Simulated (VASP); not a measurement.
# Be2S: relaxation of cell and atoms with PBE

The system is Be2S.

```
Be S
1.0
     3.25718    0.00000    0.00000
    -1.62859    2.82080    0.00000
     0.00000    0.00000    4.45248
Be S
2 1
Direct
  0.33333 0.66667 0.73429
  0.33333 0.66667 0.26571
  0.00000 0.00000 0.00000
```

```json
{"Program": "VASP 6.6.1", "Task": "relaxation of cell and atoms", "Functional": "PBE", "Potentials or basis": "VASP PAW PBE potentials, release 64 (Be, S)", "Cutoff": "600 eV", "k mesh": "12 × 12 × 8", "Occupations": "gaussian, width 0.1 eV", "Spin": "no spin polarisation", "Dipole correction": "no", "Further INCAR settings": "ALGO = Normal; EDIFF = 1e-06; IBRION = 2; EDIFFG = -0.01; NSW = 100; ISIF = 3"}
```

```
Pressure after relaxing : -0.1 GPa
Band gap on the k mesh  : zero (band 5 reaches 5.39 eV, above the bottom of band 6 at 4.86 eV)
```

Final structure:
```cif
data_structure
_symmetry_space_group_name_H-M 'P 1'
_symmetry_Int_Tables_number 1
_cell_length_a 3.2572
_cell_length_b 3.2572
_cell_length_c 4.4525
_cell_angle_alpha 90.000
_cell_angle_beta 90.000
_cell_angle_gamma 120.000
_cell_volume 40.91
loop_
_atom_site_label
_atom_site_type_symbol
_atom_site_fract_x
_atom_site_fract_y
_atom_site_fract_z
_atom_site_occupancy
Be1 Be 0.33333 0.66667 0.73429 1
Be2 Be 0.33333 0.66667 0.26571 1
S1 S 0.00000 0.00000 0.00000 1
```

Levels at points of the mesh, in eV from the Fermi level:
```csv
k point,band 3,band 4,band 5,band 6,band 7,band 8
"(0.00, 0.00, 0.00)",-3.69,-2.56,-2.56,2.80,4.05,4.05
"(0.50, 0.00, 0.00)",-4.62,-4.28,-0.73,0.64,1.80,3.13
"(0.00, 0.00, 0.50)",-2.47,-2.47,-0.01,2.87,4.76,4.76
"(0.50, 0.00, 0.50)",-5.62,-4.12,-2.02,1.73,3.09,3.30
```

Run time: 30 s on 1 thread of Intel(R) Xeon(R) Platinum 8375C CPU @ 2.90GHz (Ice Lake) (shared host), peak memory 0.19 GiB.

Caveat: the relaxation stopped at its first step, so nothing moved.
